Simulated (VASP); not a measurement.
# Ti5Si (R32) in VASP: a series of runs

Runs on Ti5Si. Level: PBEsol. Tasks: single point.

All numbers are computed with VASP 6.6.1; they aren't measurements. Logs are shortened: lines on timing, memory, paths and dates and some standing lists are left out, and cuts for length are marked.

## 1. The cell of the first run

Symmetry: R32, No. 155, trigonal system. Conventional cell: a = 5.046 Å, b = 5.046 Å, c = 13.323 Å, α = 90.00°, β = 90.00°, γ = 120.00°. Within 3.7 Å of Ti (site symmetry 3) lie 12 Ti at 2.83 to 3.66 Å and 3 Si at 2.92 Å. Within 3.5 Å of Ti (site symmetry 2) lie 10 Ti at 2.69 to 3.45 Å and 2 Si at 2.71 Å. Within 3.6 Å of Si (site symmetry 32) lie 12 Ti at 2.71 to 2.92 Å.

## 2. Single point, PBEsol

Contents of INCAR:

```
SYSTEM = Ti5Si
PREC     = Accurate       ! precision mode
ENCUT    = 520            ! plane-wave cutoff, eV
EDIFF    = 1E-6           ! SCF threshold, eV
ISMEAR   = 1              ! smearing method
SIGMA    = 0.2            ! smearing width, eV
LREAL    = .False.        ! projectors in reciprocal space
LASPH    = .True.         ! aspherical terms in the spheres
NELM     = 60             ! most SCF steps
ALGO     = Fast           ! electronic algorithm
ISIF     = 2              ! what is computed and relaxed
LWAVE    = .False.        ! write WAVECAR
LCHARG   = .False.        ! write CHGCAR
GGA      = PS             ! functional
NBANDS   = 41             ! bands
```

Contents of KPOINTS:

```
regular mesh
0
Gamma
  12 12 12
  0 0 0
```

Contents of POSCAR:

```
Ti5Si
1.0
    2.5228393509      1.4565619783      4.4409048145
   -2.5228393509      1.4565619783      4.4409048145
    0.0000000000     -2.9131239567      4.4409048145
Ti Si
5 1
Direct
    0.1514396700      0.1514396700      0.1514396700
    0.6053500000      0.3946500000      0.0000000000
    0.0000000000      0.6053500000      0.3946500000
    0.8485603300      0.8485603300      0.8485603300
    0.3946500000      0.0000000000      0.6053500000
    0.5000000000      0.5000000000      0.5000000000
```

Potentials or basis: VASP PAW PBE potentials, release 64 (Ti_sv, Si).

Started as:

```bash
$ cat potpaw_PBE.64/Ti_sv/POTCAR potpaw_PBE.64/Si/POTCAR > POTCAR
$ mpirun -np 1 vasp_std > vasp.out
```

OUTCAR:

```text
SYSTEM = Ti5Si
   PREC = Accurate
   ENCUT = 520
   EDIFF = 1E-6
   ISMEAR = 1
   LREAL = .False.
   LASPH = .True.
   NELM = 60
   ISIF = 2
   GGA = PS

 ion  position               nearest neighbor table
   1  0.151  0.151  0.151-   3 2.83   5 2.83   2 2.83   2 2.88   5 2.88   3 2.88   6 2.92   6 2.92
                             6 2.92
   2  0.605  0.395  0.000-   5 2.69   3 2.69   5 2.69   3 2.69   6 2.71   6 2.71   4 2.83   1 2.83
                             4 2.88   1 2.88
   3  0.000  0.605  0.395-   2 2.69   2 2.69   5 2.69   5 2.69   6 2.71   6 2.71   1 2.83   4 2.83
                             4 2.88   1 2.88
   4  0.849  0.849  0.849-   5 2.83   3 2.83   2 2.83   2 2.88   3 2.88   5 2.88   6 2.92   6 2.92
                             6 2.92
   5  0.395  0.000  0.605-   2 2.69   2 2.69   3 2.69   3 2.69   6 2.71   6 2.71   4 2.83   1 2.83
                             1 2.88   4 2.88
   6  0.500  0.500  0.500-   3 2.71   5 2.71   2 2.71   2 2.71   5 2.71   3 2.71   1 2.92   4 2.92
                             4 2.92   1 2.92   1 2.92   4 2.92

  LATTYP: Found a trigonal (rhomboedric) cell.
 ALAT       =     5.3111135140
 COS(alpha) =     0.5487283809

  Lattice vectors:

 A1 = (   2.5228393509,   1.4565619783,   4.4409048145)
 A2 = (  -2.5228393509,   1.4565619783,   4.4409048145)
 A3 = (   0.0000000000,  -2.9131239567,   4.4409048145)

Analysis of symmetry for initial positions (statically):
=====================================================================
 Subroutine PRICEL returns:
 Original cell was already a primitive cell.

 Routine SETGRP: Setting up the symmetry group for a
 trigonal (rhombohedral) supercell.

 Subroutine GETGRP returns: Found  6 space group operations
 (whereof  6 operations were pure point group operations)
 out of a pool of 12 trial point group operations.

The static configuration has the point symmetry D_3 .

Analysis of symmetry for dynamics (positions and initial velocities):
=====================================================================
 Subroutine PRICEL returns:
 Original cell was already a primitive cell.

 Routine SETGRP: Setting up the symmetry group for a
 trigonal (rhombohedral) supercell.

 Subroutine GETGRP returns: Found  6 space group operations
 (whereof  6 operations were pure point group operations)
 out of a pool of 12 trial point group operations.

The dynamic configuration has the point symmetry D_3 .

 Subroutine INISYM returns: Found  6 space group operations
 (whereof  6 operations are pure point group operations),
 and found     1 'primitive' translations

----------------------------------------------------------------------------------------

                                     Primitive cell

  volume of cell :      97.9132

  direct lattice vectors                    reciprocal lattice vectors
     2.522839351  1.456561978  4.440904814     0.198189393  0.114424699  0.075059779
    -2.522839351  1.456561978  4.440904814    -0.198189393  0.114424699  0.075059779
     0.000000000 -2.913123957  4.440904814     0.000000000 -0.228849399  0.075059779

  length of vectors
     5.311113514  5.311113514  5.311113514     0.240844385  0.240844385  0.240844385

  position of ions in fractional coordinates (direct lattice)
     0.151439670  0.151439670  0.151439670
     0.605350000  0.394650000  0.000000000
     1.000000000  0.605350000  0.394650000
     0.848560330  0.848560330  0.848560330
     0.394650000  1.000000000  0.605350000
     0.500000000  0.500000000  0.500000000

  ion indices of the primitive-cell ions
   primitive index   ion index
                 1           1
                 2           2
                 3           3
                 4           4
                 5           5
                 6           6

----------------------------------------------------------------------------------------

 KPOINTS: regular mesh

Automatic generation of k-mesh.
 Grid dimensions read from file:
 generate k-points for:   12   12   12

 Generating k-lattice:

  Cartesian coordinates                     Fractional coordinates (reciprocal lattice)
     0.016515783  0.009535392  0.006254982     0.083333333 -0.000000000 -0.000000000
    -0.016515783  0.009535392  0.006254982    -0.000000000  0.083333333 -0.000000000
     0.000000000 -0.019070783  0.006254982     0.000000000  0.000000000  0.083333333

  Length of vectors
     0.020070365  0.020070365  0.020070365

  Shift w.r.t. Gamma in fractional coordinates (k-lattice)
     0.000000000  0.000000000  0.000000000

 Subroutine IBZKPT returns following result:
 ===========================================

 Found    189 irreducible k-points:

 Following reciprocal coordinates:
            Coordinates               Weight
  0.000000  0.000000  0.000000      1.000000
  0.083333  0.000000  0.000000      6.000000
  0.166667  0.000000  0.000000      6.000000
  0.250000  0.000000  0.000000      6.000000
  0.333333  0.000000  0.000000      6.000000
  0.416667  0.000000  0.000000      6.000000
[... 16 lines left out ...]
  0.500000  0.166667  0.000000     12.000000
 -0.416667  0.166667 -0.000000     12.000000
 [... further k-points ...]
   k-points           NKPTS =    189   k-points in BZ     NKDIM =    189   number of bands    NBANDS=     41
   number of dos      NEDOS =    301   number of ions     NIONS =      6
   total plane-waves  NPLWV =  64000
   dimension x,y,z NGX =    40 NGY =   40 NGZ =   40
   dimension x,y,z NGXF=    80 NGYF=   80 NGZF=   80
   ions per type =               5   1
   NGX,Y,Z   is equivalent  to a cutoff of  12.52, 12.52, 12.52 a.u.
   NGXF,Y,Z  is equivalent  to a cutoff of  25.04, 25.04, 25.04 a.u.
 SYSTEM =  Ti5Si
   PREC   = accura    normal or accurate (medium, high low for compatibility)
   ISTART =      0    job   : 0-new  1-cont  2-samecut
   ICHARG =      2    charge: 1-file 2-atom 10-const
   ISPIN  =      1    spin polarized calculation?
   LNONCOLLINEAR =      F non collinear calculations
   LSORBIT =      F    spin-orbit coupling
   LASPH  =      T    aspherical Exc in radial PAW
   ENCUT  =  520.0 eV  38.22 Ry    6.18 a.u.   9.88  9.88  9.88*2*pi/ulx,y,z
   NELM   =     60;   NELMIN=  2; NELMDL= -5     # of ELM steps
   EDIFF  = 0.1E-05   stopping-criterion for ELM
   LREAL  =      F    real-space projection
   EDIFFG = 0.1E-04   stopping-criterion for IOM
   NSW    =      0    number of steps for IOM
   IBRION =     -1    ionic relax: 0-MD 1-quasi-New 2-CG
   NFREE  =      0    steps in history (QN), initial steepest desc. (CG)
   ISIF   =      2    stress and relaxation
   ISYM   =      2    0-nonsym 1-usesym 2-fastsym
   POTIM  = 0.5000    time-step for ionic-motion
   TEBEG  =    0.0;   TEEND  =   0.0 temperature during run
   PSTRESS=    0.0 pullay stress
   NELECT =      64.0000    total number of electrons
   NUPDOWN=      -1.0000    fix difference up-down
   EMIN   =  10.00;   EMAX   =-10.00  energy-range for DOS
   EFERMI =   0.00;   METHOD = LEGACY
   ISMEAR =     1;   SIGMA  =   0.20  broadening in eV -4-tet -1-fermi 0-gaus
   EFERMI_NEDOS =   21; number of points for ismear=-14 and -15
   IALGO  =     68    algorithm
   IMIX   =      4    mixing-type and parameters
     AMIX     =   0.40;   BMIX     =  1.00
     AMIX_MAG =   1.60;   BMIX_MAG =  1.00
  volume/ion in A,a.u.               =      16.32       110.13
  Fermi-wavevector in a.u.,A,eV,Ry     =   1.420761  2.684849 27.464205  2.018562
  Thomas-Fermi vector in A             =   2.541642
   LORBIT       =      0    0 simple, 1 ext, 2 COOP (PROOUT), +10 PAW based schemes
   GGA     = PS    functional components
   LHFCALC =     F    Hartree Fock is set to
   AEXX    =    0.0000 exact exchange contribution
   IVDW    =     0    specifies the selected vdW correction
   LEPSILON=     F    determine dielectric tensor
   LRPA    =     F    only Hartree local field effects (RPA)
 non-spin polarized calculation
 RMM-DIIS sequential band-by-band and
 Methfessel and Paxton  Order N= 1 SIGMA  =   0.20
  energy-cutoff  :      520.00
  volume of cell :       97.91
 maximum number of plane-waves:      2662
   NGX = 19   NGY = 19   NGZ = 19

 number of electron      63.9999999 magnetization

 Free energy of the ion-electron system (eV)
  ---------------------------------------------------
  ext. energy  EPLUGINS =         0.00000000
  ---------------------------------------------------
  free energy    TOTEN  =       -49.37124508 eV

  energy without entropy =      -49.37765204  energy(sigma->0) =      -49.37338073

 E-fermi :   8.6518     XC(G=0): -11.7270

 val. band max:        8.6444511533   @ k =   0.5000   0.1667   0.0000
 cond. band min:       8.6555010427   @ k =  -0.3333   0.3333   0.1667
 fundamental gap:      0.0110498893
 Fermi energy:         8.6517757478

 k-point     1 :       0.0000    0.0000    0.0000
  band No.  band energies     occupation
      1     -47.8792      2.00000
      2     -47.8037      2.00000
      3     -47.6693      2.00000
      4     -47.5349      2.00000
      5     -47.5349      2.00000
      6     -24.4708      2.00000
[... 33 lines left out ...]
     40      10.4152     -0.00000
     41      10.4476     -0.00000

 k-point     2 :       0.0833    0.0000    0.0000
  band No.  band energies     occupation
      1     -47.8776      2.00000
      2     -47.8046      2.00000
      3     -47.6678      2.00000
      4     -47.5372      2.00000
      5     -47.5349      2.00000
      6     -24.4685      2.00000
[... 33 lines left out ...]
     40      10.3706     -0.00000
     41      10.5383     -0.00000

 k-point     3 :       0.1667    0.0000    0.0000
  band No.  band energies     occupation
      1     -47.8731      2.00000
      2     -47.8071      2.00000
      3     -47.6633      2.00000
      4     -47.5438      2.00000
      5     -47.5350      2.00000
      6     -24.4633      2.00000
[... 33 lines left out ...]
     40      10.4010     -0.00000
     41      10.5774     -0.00000

 k-point     4 :       0.2500    0.0000    0.0000
  band No.  band energies     occupation
      1     -47.8664      2.00000
      2     -47.8112      2.00000
      3     -47.6563      2.00000
      4     -47.5539      2.00000
      5     -47.5350      2.00000
      6     -24.4616      2.00000
[... 825 lines left out ...]
     40      10.4805     -0.00000
     41      10.6482     -0.00000

 k-point    23 :       0.5000    0.1667    0.0000
  band No.  band energies     occupation
      1     -47.8466      2.00000
      2     -47.8243      2.00000
      3     -47.6340      2.00000
      4     -47.5837      2.00000
      5     -47.5350      2.00000
      6     -24.4485      2.00000
[... 33 lines left out ...]
     40      10.3993     -0.00000
     41      10.6573     -0.00000

 k-point    24 :      -0.4167    0.1667   -0.0000
  band No.  band energies     occupation
      1     -47.8443      2.00000
      2     -47.8267      2.00000
      3     -47.6277      2.00000
      4     -47.5899      2.00000
      5     -47.5350      2.00000
      6     -24.4456      2.00000
[... 33 lines left out ...]
     40      10.4238     -0.00000
     41      10.6279     -0.00000

 [... further k-points ...]
[... 5 lines left out ...]
  --------------------------------------------------------------------------------------
  -------------------------------------------------------------------------------------
  Total       -2.7432071     -2.7432071     -2.7766258      0.0000000      0.0000000      0.0000000
  in kB      -44.8877563    -44.8877563    -45.4345944      0.0000000      0.0000000      0.0000000
  external PRESSURE =     -45.0700356 kB  Pullay stress =       0.0000000 kB

 VOLUME and BASIS-vectors are now :
 -----------------------------------------------------------------------------
  energy-cutoff  :      520.00
  volume of cell :       97.91
      direct lattice vectors                 reciprocal lattice vectors
     2.522839351  1.456561978  4.440904814     0.198189393  0.114424699  0.075059779
    -2.522839351  1.456561978  4.440904814    -0.198189393  0.114424699  0.075059779
     0.000000000 -2.913123957  4.440904814     0.000000000 -0.228849399  0.075059779

 POSITION                                       TOTAL-FORCE (eV/Angst)
 -----------------------------------------------------------------------------------
      0.00000     -0.00000      2.01759        -0.000000     -0.000000      0.044400
      0.53156      1.45656      4.44090        -0.064681      0.000000      0.000000
     -1.52720     -0.26793      4.44090         0.032341     -0.056016      0.000000
      0.00000     -0.00000     11.30513        -0.000000      0.000000     -0.044400
      0.99564     -1.18863      4.44090         0.032341      0.056016      0.000000
      0.00000     -0.00000      6.66136        -0.000000      0.000000      0.000000
 -----------------------------------------------------------------------------------
    total drift:                                0.000000     -0.000000      0.000000

  FREE ENERGIE OF THE ION-ELECTRON SYSTEM (eV)
  ---------------------------------------------------
  free  energy   TOTEN  =       -49.3712450750 eV

  energy  without entropy=      -49.3776520370  energy(sigma->0) =      -49.37338073
```

Wall time 50 min (1 thread of Intel Xeon Platinum 8259CL at 2.50GHz (Skylake/Cascade Lake), shared host); peak memory 0.66 GiB.

What came out:

| Item | Value |
| --- | --- |
| Free energy | -49.3712 eV |
| Pressure | -4.5 GPa |
| Largest force | 0.065 eV/Å |
| Band gap on the k mesh | zero (band 32 reaches 9.02 eV, above the bottom of band 33 at 8.43 eV) |

Forces in eV/Å, atoms in the order of the input:
```
Ti   0.000  0.000  0.044
Ti  -0.065  0.000  0.000
Ti   0.032 -0.056  0.000
Ti   0.000  0.000 -0.044
Ti   0.032  0.056  0.000
Si   0.000  0.000  0.000
```

Levels at points of the mesh, in eV from the Fermi level:
```tsv
k point	band 30	band 31	band 32	band 33	band 34	band 35
(0.00, 0.00, 0.00)	-0.89	-0.71	-0.11	-0.05	-0.05	1.06
(0.50, 0.00, 0.00)	-0.74	-0.52	0.37	0.56	0.57	0.72
(0.50, 0.50, 0.00)	-0.56	-0.36	-0.11	-0.06	0.64	0.71
(0.50, 0.50, 0.50)	-0.58	-0.58	-0.15	0.26	0.26	0.87
```

Caveat: the PAW data sets were made with another functional, which shifts forces and pressure a little.

## 3. Single point, PBEsol

Contents of INCAR:

```
PREC = Accurate
ENCUT = 520
EDIFF = 1E-6
ISMEAR = -5
SIGMA = 0.1
LREAL = F
LASPH = T
NELM = 80
ALGO = Fast
ISIF = 2
LWAVE = F
LCHARG = T
GGA = PS
LELF = T
LVHAR = T
NBANDS = 41
```

Contents of KPOINTS:

```
Automatic mesh
0
Gamma
  12 12 12
```

POSCAR is that of step 2.

Potentials or basis: VASP PAW PBE potentials, release 64 (Ti_sv, Si).

Started as:

```bash
$ cat potpaw_PBE.64/Ti_sv/POTCAR potpaw_PBE.64/Si/POTCAR > POTCAR
$ mpirun -np 1 vasp_std > vasp.out
```

Run time: 53 min. Hardware: 1 thread of Intel Xeon Platinum 8488C (Sapphire Rapids), shared host; peak memory 0.66 GiB.

Results (log left out):

```yaml
Free_energy: -49.3745 eV
Pressure: -4.3 GPa
Largest_force: 0.071 eV/Å
Band_gap_on_the_k_mesh: zero (band 32 reaches 9.02 eV, above the bottom of band 33 at 8.43 eV)
```

Forces in eV/Å, atoms in the order of the input:
```
Ti   0.000  0.000  0.048
Ti  -0.071  0.000  0.000
Ti   0.036 -0.062  0.000
Ti   0.000  0.000 -0.048
Ti   0.036  0.062  0.000
Si   0.000  0.000  0.000
```

Levels at points of the mesh, in eV from the Fermi level:
```
           k point  band 29  band 30  band 31  band 32  band 33  band 34  band 35  band 36
(0.00, 0.00, 0.00)    -0.89    -0.89    -0.71    -0.11    -0.05    -0.05     1.06     1.06
(0.50, 0.00, 0.00)    -1.08    -0.74    -0.52     0.36     0.56     0.57     0.72     0.74
(0.50, 0.50, 0.00)    -1.30    -0.56    -0.36    -0.11    -0.06     0.64     0.71     0.98
(0.50, 0.50, 0.50)    -0.82    -0.58    -0.58    -0.15     0.26     0.26     0.87     1.28
```

Caveat: the PAW data sets were made with another functional, which shifts forces and pressure a little; tetrahedron occupations give inexact forces and stress in metals.
